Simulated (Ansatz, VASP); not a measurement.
**AlRu: VASP beside Ansatz**

```xyz
2
Lattice="2.9916 0.0000 0.0000 0.0000 2.9916 0.0000 0.0000 0.0000 3.0365" Properties=species:S:1:pos:R:3 pbc="T T T"
Al    0.0000    0.0000    0.0000
Ru    1.4958    1.4958    1.5182
```

Change from the starting cell: strain +0.000 along x and y, +0.015 along z, atoms carried along.

Alike in both runs: task single point; functional PBE; k mesh 16 × 16 × 16; occupations gaussian, width 0.15 eV; no spin polarisation.

|  | VASP | Ansatz |
| --- | --- | --- |
| version | VASP 6.6.1 | Ansatz 0.2.0 |
| potentials or method | VASP PAW PBE potentials, release 64 (Al, Ru_pv), cutoff 520 eV | scalar-relativistic, plane waves, PAW |
| valence electrons in the cell | 17 | 19 |

```tsv
	VASP	Ansatz	Ansatz less VASP
gap on the k mesh at the Fermi level (eV)	none	none	-
pressure (GPa)	-0.5	-0.4	+0.03
traceless stress, the component that is largest in VASP (GPa)	-1.63	-1.62	+0.007
```

A gap of «none» marks a metal or a gap that the smearing closes. VASP's potentials hold 17 valence electrons a cell and Ansatz's 19, so a difference there can come from the potentials and not from the codes.
